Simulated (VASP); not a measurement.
# SiC: single point with r2SCAN

SiC:

```
Si C
1.0
     3.07569    0.00000    0.00000
    -1.53785    2.66363    0.00000
     0.00000    0.00000   10.07065
Si C
4 4
Direct
  0.63387 0.42293 0.93784
  0.33333 0.66667 0.43784
  0.00000 0.00000 0.68789
  0.00000 0.00000 0.18789
  0.66667 0.33333 0.74980
  0.33333 0.66667 0.24980
  0.00000 0.00000 0.50046
  0.00000 0.00000 0.00046
```

This cell differs from its parent crystal: atom 1 (Si) moved -0.338 Å along Cartesian [1 -1 0].

| Item | Value |
| --- | --- |
| Program | VASP 6.6.1 |
| Task | single point |
| Functional | r2SCAN |
| Potentials or basis | VASP PAW PBE potentials, release 64 (Si, C) |
| Cutoff | 520 eV |
| k mesh | 12 × 12 × 4 |
| Occupations | gaussian, width 0.05 eV |
| Spin | no spin polarisation |
| Dipole correction | no |
| Further INCAR settings | ALGO = Normal; EDIFF = 1e-06; NBANDS = 26 |

* Pressure: 3.0 GPa
* Largest force: 5.795 eV/Å
* Band gap on the k mesh: 1.61 eV (least direct gap 3.21 eV)

Forces on the atoms (eV/Å):
```
Si   1.980 -5.192 -1.647
Si   0.019 -0.019  0.000
Si  -0.015  0.070 -0.061
Si  -0.083  0.074 -0.057
C   -0.568  0.570  0.263
C    0.026 -0.022 -0.007
C   -0.059  0.056 -0.012
C   -1.300  4.462  1.520
```

Stress tensor (GPa, compression positive):
```
0.17 2.37 1.00
2.37 7.72 2.62
1.00 2.62 1.13
```

Levels at points of the mesh, in eV from the valence-band top:
| k point | band 14 | band 15 | band 16 | band 17 | band 18 | band 19 |
| --- | --- | --- | --- | --- | --- | --- |
| (0.00, 0.00, 0.00) | -0.98 | -0.86 | 0.00 | 4.54 | 5.24 | 5.90 |
| (0.50, 0.00, 0.00) | -2.99 | -2.54 | -1.61 | 1.61 | 1.86 | 3.68 |
| (0.00, 0.50, 0.00) | -3.01 | -2.56 | -1.65 | 1.74 | 1.92 | 3.81 |
| (0.50, 0.50, 0.00) | -3.23 | -2.27 | -2.13 | 1.70 | 1.88 | 3.85 |
| (0.00, 0.00, 0.50) | -1.03 | -1.03 | -0.04 | 4.60 | 5.07 | 6.15 |
| (0.50, 0.00, 0.50) | -3.39 | -2.42 | -1.92 | 1.91 | 2.22 | 3.66 |
| (0.00, 0.50, 0.50) | -3.37 | -2.43 | -1.95 | 2.17 | 2.24 | 3.74 |
| (0.50, 0.50, 0.50) | -3.06 | -2.77 | -2.45 | 2.04 | 2.22 | 3.73 |

Wall time 47 min on 1 thread of Oxide Virtual Turin-like Processor, on a shared host, peak memory 0.51 GiB.

Caveat: the cell differs from its parent crystal (atom 1 (Si) moved -0.338 Å along Cartesian [1 -1 0]); the stress differs along the axes, from 0 to 8 GPa; the PAW data sets were made with another functional, which shifts forces and pressure a little. A k mesh can miss the band edges.
